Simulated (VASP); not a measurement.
**NbSnSe4: single point with PBE**

NbSnSe4:

```
Nb Sn Se
1.0
     3.60318   -4.17429    0.00000
     3.60318    4.17429    0.00000
     0.00000    0.00000    4.73293
Nb Sn Se
1 1 4
Direct
  0.50000 0.50000 0.50000
  0.00000 0.00000 0.00000
  0.66069 0.33931 0.00000
  0.33931 0.66069 0.00000
  0.50000 0.00000 0.50000
  0.00000 0.50000 0.50000
```

```
Program             : VASP 6.6.1
Task                : single point
Functional          : PBE
Potentials or basis : VASP PAW PBE potentials, release 64 (Nb_sv, Sn_d, Se)
Cutoff              : 500 eV
k mesh              : 3 × 3 × 3
Occupations         : gaussian, width 0.15 eV
Spin                : no spin polarisation
```

```json
{"Pressure": "0.0 GPa", "Largest force": "0.018 eV/Å"}
```

Forces in eV/Å, atoms in the order of the input:
```
Nb   0.000  0.000  0.000
Sn   0.000  0.000  0.000
Se   0.000  0.018  0.000
Se   0.000 -0.018  0.000
Se   0.000  0.000  0.000
Se   0.000  0.000  0.000
```

Stress tensor (GPa, compression positive):
```
 0.36  0.00  0.00
 0.00  0.13  0.00
 0.00  0.00 -0.61
```

Levels at points of the mesh, in eV from the Fermi level:
| k point | band 23 | band 24 | band 25 | band 26 | band 27 | band 28 | band 29 | band 30 |
| --- | --- | --- | --- | --- | --- | --- | --- | --- |
| (0.00, 0.00, 0.00) | -2.20 | -0.78 | -0.59 | -0.53 | -0.47 | 0.03 | 0.29 | 0.97 |

Run time: 42 s on 1 thread of Intel Xeon 6975P-C (shared host), peak memory 0.24 GiB.

Caveat: the k points lie up to 0.44 Å⁻¹ apart; spin-orbit coupling is left out, which moves the levels of the heavy elements.
